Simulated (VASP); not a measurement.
BN (CsCl type):

```
B N
1.0
     2.71442    0.00000    0.00000
     0.00000    2.71442    0.00000
     0.00000    0.00000    2.71442
B N
1 1
Direct
  0.00000 0.00000 0.00000
  0.50000 0.50000 0.50000
```

| Item | Value |
| --- | --- |
| Program | VASP 6.6.1 |
| Task | relaxation of cell and atoms |
| Functional | PBE |
| Potentials or basis | VASP PAW PBE potentials, release 64 (B, N) |
| Cutoff | 600 eV |
| k mesh | 14 × 14 × 14 |
| Occupations | fermi-dirac, width 0.05 eV |
| Spin | no spin polarisation |

At the start: pressure -38.6 GPa; volume 10.00 Å³/atom.

Problem. How do energy, volume and symmetry change on relaxing?

Solution. Over 6 steps the energy falls by 709.1 meV/atom and the volume is 6.24 Å³/atom (-37.6 %); space group Pm-3m (No. 221, to 0.05 Å).

Step by step:
| step | energy change (eV) | largest force (eV/Å) | pressure (GPa) | volume (Å³) |
| --- | --- | --- | --- | --- |
| 1 | 0.0000 | 0.0000 | -38.56 | 20.00 |
| 2 | -1.3278 | 0.0000 | -19.99 | 13.81 |
| 3 | -1.4181 | 0.0000 | -1.08 | 12.54 |
| 4 | -1.4179 | 0.0000 | 1.47 | 12.41 |
| 5 | -1.4181 | 0.0000 | -0.68 | 12.52 |
| 6 | -1.4182 | 0.0000 | 0.00 | 12.49 |

Final structure:
```
B N
1.0
     2.31991    0.00000    0.00000
     0.00000    2.31991    0.00000
     0.00000    0.00000    2.31991
B N
1 1
Direct
  0.00000 0.00000 0.00000
  0.50000 0.50000 0.50000
```

Caveat: the volume moved by over 15 % at a fixed basis, so the end points are rough.
